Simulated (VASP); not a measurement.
# GaP (P6_3/mmc) in VASP: relaxation of cell and atoms with r2SCAN

Aim: the relaxation of cell and atoms of GaP with r2SCAN.

Program: VASP 6.6.1. These are calculated values, not measurements. Logs are shortened: lines on timing, memory, paths and dates and some standing lists are left out, and cuts for length are marked.

## Step 1: The cell of the first run

It takes space group P6_3/mmc (No. 194, hexagonal). Conventional cell: a = 3.618 Å, b = 3.618 Å, c = 6.110 Å, α = 90.00°, β = 90.00°, γ = 120.00°. Within 3.4 Å of Ga (site symmetry -3m) lie 6 P at 2.59 Å and 2 Ga at 3.06 Å. Within 3.4 Å of P (site symmetry -6m2) lie 6 Ga at 2.59 Å.

## Step 2: Relaxation of cell and atoms, r2SCAN

Input file POSCAR:

```
GaP
1.0
    3.6182508943      0.0000000000      0.0000000000
   -1.8091254471      3.1334971917      0.0000000000
    0.0000000000      0.0000000000      6.1100190523
Ga P
2 2
Direct
    0.0000000000      0.0000000000      0.0000000000
    0.0000000000      0.0000000000      0.5000000000
    0.3333333333      0.6666666667      0.2500000000
    0.6666666667      0.3333333333      0.7500000000
```

Input file INCAR.step1:

```
  ALGO = Normal
  EDIFF = 1E-4
  ENCUT = 600
  GGA = PE
  ISMEAR = -1
  LASPH = True
  LCHARG = False
  LREAL = False
  LWAVE = True
  NELM = 80
  PREC = Accurate
  SIGMA = 0.02
```

Input file INCAR.step2:

```
  ALGO = Normal
  EDIFF = 1E-7
  EDIFFG = -0.005
  ENCUT = 600
  IBRION = 2
  ISIF = 3
  ISMEAR = -1
  ISTART = 1
  LASPH = True
  LCHARG = False
  LMIXTAU = True
  LREAL = False
  LWAVE = False
  METAGGA = R2SCAN
  NELM = 80
  NSW = 80
  PREC = Accurate
  SIGMA = 0.02
```

Input file KPOINTS:

```
k-points
0
Gamma
  12 12 4
```

Potentials or basis: VASP PAW PBE potentials, release 64 (Ga_d, P).

Launch:

```
$ cat potpaw_PBE.64/Ga_d/POTCAR potpaw_PBE.64/P/POTCAR > POTCAR
$ cp INCAR.step1 INCAR
$ mpirun -np 1 vasp_std > vasp.out
$ cp INCAR.step2 INCAR
$ mpirun -np 1 vasp_std > vasp.out
```

OUTCAR:

```text
EDIFF = 1E-7
   EDIFFG = -0.005
   ENCUT = 600
   IBRION = 2
   ISIF = 3
   ISMEAR = -1
   ISTART = 1
   LASPH = True
   LREAL = False
   METAGGA = R2SCAN
   NELM = 80
   NSW = 80
   PREC = Accurate

 ion  position               nearest neighbor table
   1  0.000  0.000  0.000-   3 2.59   4 2.59   3 2.59   4 2.59   4 2.59   3 2.59
   2  0.000  0.000  0.500-   3 2.59   4 2.59   3 2.59   4 2.59   4 2.59   3 2.59
   3  0.333  0.667  0.250-   1 2.59   2 2.59   1 2.59   2 2.59   1 2.59   2 2.59
   4  0.667  0.333  0.750-   1 2.59   2 2.59   1 2.59   2 2.59   1 2.59   2 2.59

  LATTYP: Found a hexagonal cell.
 ALAT       =     3.6182508943
 C/A-ratio  =     1.6886664941

  Lattice vectors:

 A1 = (   3.6182508943,   0.0000000000,   0.0000000000)
 A2 = (  -1.8091254471,   3.1334971917,   0.0000000000)
 A3 = (   0.0000000000,   0.0000000000,   6.1100190523)

Analysis of symmetry for initial positions (statically):
=====================================================================
 Subroutine PRICEL returns:
 Original cell was already a primitive cell.

 Routine SETGRP: Setting up the symmetry group for a
 hexagonal supercell.

 Subroutine GETGRP returns: Found 24 space group operations
 (whereof 12 operations were pure point group operations)
 out of a pool of 24 trial point group operations.

The static configuration has the point symmetry D_3d.
 The point group associated with its full space group is D_6h.

Analysis of symmetry for dynamics (positions and initial velocities):
=====================================================================
 Subroutine PRICEL returns:
 Original cell was already a primitive cell.

 Routine SETGRP: Setting up the symmetry group for a
 hexagonal supercell.

 Subroutine GETGRP returns: Found 24 space group operations
 (whereof 12 operations were pure point group operations)
 out of a pool of 24 trial point group operations.

The dynamic configuration has the point symmetry D_3d.
 The point group associated with its full space group is D_6h.

 Subroutine INISYM returns: Found 24 space group operations
 (whereof 12 operations are pure point group operations),
 and found     1 'primitive' translations

----------------------------------------------------------------------------------------

                                     Primitive cell

  volume of cell :      69.2740

  direct lattice vectors                    reciprocal lattice vectors
     3.618250894  0.000000000  0.000000000     0.276376633  0.159566124  0.000000000
    -1.809125447  3.133497192  0.000000000     0.000000000  0.319132247  0.000000000
     0.000000000  0.000000000  6.110019052     0.000000000  0.000000000  0.163665611

  length of vectors
     3.618250894  3.618250894  6.110019052     0.319132247  0.319132247  0.163665611

  position of ions in fractional coordinates (direct lattice)
     0.000000000  0.000000000  0.000000000
     0.000000000  0.000000000  0.500000000
     0.333333333  0.666666667  0.250000000
     0.666666667  0.333333333  0.750000000

  ion indices of the primitive-cell ions
   primitive index   ion index
                 1           1
                 2           2
                 3           3
                 4           4

----------------------------------------------------------------------------------------

 KPOINTS: k-points

Automatic generation of k-mesh.
 Grid dimensions read from file:
 generate k-points for:   12   12    4

 Generating k-lattice:

  Cartesian coordinates                     Fractional coordinates (reciprocal lattice)
     0.023031386  0.013297177  0.000000000     0.083333333  0.000000000  0.000000000
     0.000000000  0.026594354  0.000000000     0.000000000  0.083333333  0.000000000
     0.000000000  0.000000000  0.040916403     0.000000000  0.000000000  0.250000000

  Length of vectors
     0.026594354  0.026594354  0.040916403

  Shift w.r.t. Gamma in fractional coordinates (k-lattice)
     0.000000000  0.000000000  0.000000000

 Subroutine IBZKPT returns following result:
 ===========================================

 Found     57 irreducible k-points:

 Following reciprocal coordinates:
            Coordinates               Weight
  0.000000  0.000000  0.000000      1.000000
  0.083333 -0.000000  0.000000      6.000000
  0.166667 -0.000000  0.000000      6.000000
  0.250000 -0.000000  0.000000      6.000000
  0.333333  0.000000  0.000000      6.000000
  0.416667 -0.000000  0.000000      6.000000
[... 16 lines left out ...]
  0.250000 -0.000000  0.250000     12.000000
  0.333333  0.000000  0.250000     12.000000
 [... further k-points ...]
   k-points           NKPTS =     57   k-points in BZ     NKDIM =     57   number of bands    NBANDS=     22
   number of dos      NEDOS =    301   number of ions     NIONS =      4
   total plane-waves  NPLWV =  45000
   dimension x,y,z NGX =    30 NGY =   30 NGZ =   50
   dimension x,y,z NGXF=    60 NGYF=   60 NGZF=  100
   ions per type =               2   2
   NGX,Y,Z   is equivalent  to a cutoff of  13.78, 13.78, 13.60 a.u.
   NGXF,Y,Z  is equivalent  to a cutoff of  27.57, 27.57, 27.21 a.u.
 SYSTEM =  unknown system
   PREC   = accura    normal or accurate (medium, high low for compatibility)
   ISTART =      1    job   : 0-new  1-cont  2-samecut
   ICHARG =      0    charge: 1-file 2-atom 10-const
   ISPIN  =      1    spin polarized calculation?
   LNONCOLLINEAR =      F non collinear calculations
   LSORBIT =      F    spin-orbit coupling
   LASPH  =      T    aspherical Exc in radial PAW
   ENCUT  =  600.0 eV  44.10 Ry    6.64 a.u.   7.23  7.23 12.20*2*pi/ulx,y,z
   NELM   =     80;   NELMIN=  2; NELMDL=  0     # of ELM steps
   EDIFF  = 0.1E-06   stopping-criterion for ELM
   LREAL  =      F    real-space projection
   EDIFFG = -.5E-02   stopping-criterion for IOM
   NSW    =     80    number of steps for IOM
   IBRION =      2    ionic relax: 0-MD 1-quasi-New 2-CG
   NFREE  =      1    steps in history (QN), initial steepest desc. (CG)
   ISIF   =      3    stress and relaxation
   ISYM   =      2    0-nonsym 1-usesym 2-fastsym
   POTIM  = 0.5000    time-step for ionic-motion
   TEBEG  =    0.0;   TEEND  =   0.0 temperature during run
   PSTRESS=    0.0 pullay stress
   NELECT =      36.0000    total number of electrons
   NUPDOWN=      -1.0000    fix difference up-down
   EMIN   =  10.00;   EMAX   =-10.00  energy-range for DOS
   EFERMI =   0.00;   METHOD = LEGACY
   ISMEAR =    -1;   SIGMA  =   0.02  broadening in eV -4-tet -1-fermi 0-gaus
   EFERMI_NEDOS =   21; number of points for ismear=-14 and -15
   IALGO  =     38    algorithm
   IMIX   =      4    mixing-type and parameters
     AMIX     =   0.40;   BMIX     =  1.00
     AMIX_MAG =   1.60;   BMIX_MAG =  1.00
  volume/ion in A,a.u.               =      17.32       116.87
  Fermi-wavevector in a.u.,A,eV,Ry     =   1.316191  2.487240 23.570161  1.732358
  Thomas-Fermi vector in A             =   2.446320
   LORBIT       =      0    0 simple, 1 ext, 2 COOP (PROOUT), +10 PAW based schemes
   METAGGA = R2SCAN    functional components
   LHFCALC =     F    Hartree Fock is set to
   AEXX    =    0.0000 exact exchange contribution
   IVDW    =     0    specifies the selected vdW correction
   LEPSILON=     F    determine dielectric tensor
   LRPA    =     F    only Hartree local field effects (RPA)
 conjugate gradient relaxation of ions
 non-spin polarized calculation
  energy-cutoff  :      600.00
  volume of cell :       69.27
 maximum number of plane-waves:      2340
 NGX is ok and might be reduce to    30
   NGX = 15   NGY = 15   NGZ = 25

--------------------------------------- Ionic step        1  -------------------------------------------

 number of electron      35.9999981 magnetization

 Free energy of the ion-electron system (eV)
  ---------------------------------------------------
  ext. energy  EPLUGINS =         0.00000000
  ---------------------------------------------------
  free energy    TOTEN  =       -40.76174579 eV

  energy without entropy =      -40.76018127  energy(sigma->0) =      -40.76096353

------------------------ aborting loop because EDIFF is reached ----------------------------------------

  FORCE on cell =-STRESS in cart. coord.  units (eV):
  Direction    XX          YY          ZZ          XY          YZ          ZX
  --------------------------------------------------------------------------------------
  -------------------------------------------------------------------------------------
  Total       -0.8779776     -0.8779776     -1.5005851     -0.0000000      0.0000000     -0.0000000
  in kB      -20.3059582    -20.3059582    -34.7056891     -0.0000000      0.0000000     -0.0000000
  external PRESSURE =     -25.1058685 kB  Pullay stress =       0.0000000 kB

 VOLUME and BASIS-vectors are now :
 -----------------------------------------------------------------------------
  energy-cutoff  :      600.00
  volume of cell :       69.27
      direct lattice vectors                 reciprocal lattice vectors
     3.618250894  0.000000000  0.000000000     0.276376633  0.159566124  0.000000000
    -1.809125447  3.133497192  0.000000000     0.000000000  0.319132247  0.000000000
     0.000000000  0.000000000  6.110019052     0.000000000  0.000000000  0.163665611
[... 115 lines left out ...]
 POSITION                                       TOTAL-FORCE (eV/Angst)
 -----------------------------------------------------------------------------------
     -0.00000      0.00000      0.00000        -0.000000      0.000000     -0.000000
      0.00000      0.00000      3.01706        -0.000000      0.000000     -0.000000
     -0.00000      2.07382      1.50853         0.000000     -0.000000     -0.000000
      1.79598      1.03691      4.52559        -0.000000      0.000000      0.000000
 -----------------------------------------------------------------------------------
    total drift:                                0.000000      0.000000      0.000000

  FREE ENERGIE OF THE ION-ELECTRON SYSTEM (eV)
  ---------------------------------------------------
  free  energy   TOTEN  =       -40.7783540147 eV

  energy  without entropy=      -40.7768480290  energy(sigma->0) =      -40.77760102

--------------------------------------- Ionic step        5  -------------------------------------------

 number of electron      36.0000005 magnetization

 Free energy of the ion-electron system (eV)
  ---------------------------------------------------
  ext. energy  EPLUGINS =         0.00000000
  ---------------------------------------------------
  free energy    TOTEN  =       -40.77840263 eV

  energy without entropy =      -40.77685642  energy(sigma->0) =      -40.77762952

 E-fermi :   6.5026     XC(G=0): -11.8319

 val. band max:        6.4525910542   @ k =   0.2500   0.2500   0.2500
 cond. band min:       6.5091582123   @ k =   0.1667   0.0833   0.0000
 fundamental gap:      0.0565671581
 Fermi energy:         6.5025957281

 k-point     1 :       0.0000    0.0000    0.0000
  band No.  band energies     occupation
      1      -8.8397      2.00000
      2      -8.8073      2.00000
      3      -8.8073      2.00000
      4      -8.7243      2.00000
      5      -8.7243      2.00000
      6      -8.7066      2.00000
[... 14 lines left out ...]
     21      11.9506      0.00000
     22      11.9507      0.00000
[... 552 lines left out ...]
  band No.  band energies     occupation
      1      -8.9350      2.00000
      2      -8.7931      2.00000
      3      -8.7910      2.00000
      4      -8.7827      2.00000
      5      -8.7198      2.00000
      6      -8.7102      2.00000
[... 14 lines left out ...]
     21      10.6706      0.00000
     22      11.3198      0.00000

 [... further k-points ...]

------------------------ aborting loop because EDIFF is reached ----------------------------------------

  FORCE on cell =-STRESS in cart. coord.  units (eV):
  Direction    XX          YY          ZZ          XY          YZ          ZX
  --------------------------------------------------------------------------------------
  -------------------------------------------------------------------------------------
  Total        0.0062250      0.0062250     -0.0127042      0.0000000      0.0000000      0.0000000
  in kB        0.1478698      0.1478698     -0.3017780      0.0000000      0.0000000      0.0000000
  external PRESSURE =      -0.0020128 kB  Pullay stress =       0.0000000 kB

 VOLUME and BASIS-vectors are now :
 -----------------------------------------------------------------------------
  energy-cutoff  :      600.00
  volume of cell :       67.45
      direct lattice vectors                 reciprocal lattice vectors
     3.593837641 -0.000000000 -0.000000000     0.278254084  0.160650070 -0.000000000
    -1.796918821  3.112354694  0.000000000     0.000000000  0.321300140 -0.000000000
     0.000000000  0.000000000  6.030067170     0.000000000  0.000000000  0.165835632

 POSITION                                       TOTAL-FORCE (eV/Angst)
 -----------------------------------------------------------------------------------
      0.00000      0.00000      6.03007         0.000000     -0.000000      0.000000
      0.00000      0.00000      3.01503         0.000000      0.000000      0.000000
     -0.00000      2.07490      1.50752         0.000000     -0.000000      0.000000
      1.79692      1.03745      4.52255        -0.000000      0.000000     -0.000000
 -----------------------------------------------------------------------------------
    total drift:                                0.000000      0.000000      0.000000

  FREE ENERGIE OF THE ION-ELECTRON SYSTEM (eV)
  ---------------------------------------------------
  free  energy   TOTEN  =       -40.7784026257 eV

  energy  without entropy=      -40.7768564205  energy(sigma->0) =      -40.77762952

 reached required accuracy - stopping structural energy minimisation
```

Run time: 14 min. Hardware: 1 thread of Intel Xeon 6975P-C (Granite Rapids), shared host; peak memory 0.28 GiB.

Results:

```
Free energy                           : -40.7784 eV
Relaxed volume                        : 16.86 Å³/atom
Relaxed cell                          : a = 3.594 Å, b = 3.594 Å, c = 6.030 Å, α = 90.00°, β = 90.00°, γ = 120.00°
Space group after relaxing (to 0.1 Å) : P6_3/mmc (No. 194)
Energy gained by relaxing             : 4.2 meV/atom
Ionic steps                           : 5
Pressure after relaxing               : 0.0 GPa
Band gap on the k mesh                : zero (bands 18 and 19 overlap by 3.85 eV)
```

Step by step:
| step | energy change (eV) | largest force (eV/Å) | pressure (GPa) | volume (Å³) |
| --- | --- | --- | --- | --- |
| 1 | 0.0000 | 0.0000 | -2.51 | 69.27 |
| 2 | -0.0134 | 0.0000 | 1.31 | 66.59 |
| 3 | -0.0166 | 0.0000 | 0.10 | 67.37 |
| 4 | -0.0166 | 0.0000 | 0.03 | 67.42 |
| 5 | -0.0167 | 0.0000 | 0.00 | 67.45 |

Final structure:
```yaml
crystal:
  lattice:
    - [3.59384, 0.00000, 0.00000]
    - [-1.79692, 3.11235, 0.00000]
    - [0.00000, 0.00000, 6.03007]
  atoms:
    - { symbol: Ga, position: [0.00000, 0.00000, 0.00000] }
    - { symbol: Ga, position: [0.00000, 0.00000, 0.50000] }
    - { symbol: P, position: [0.33333, 0.66667, 0.25000] }
    - { symbol: P, position: [0.66667, 0.33333, 0.75000] }
```

Caveat: the PAW data sets were made with another functional, which shifts forces and pressure a little.
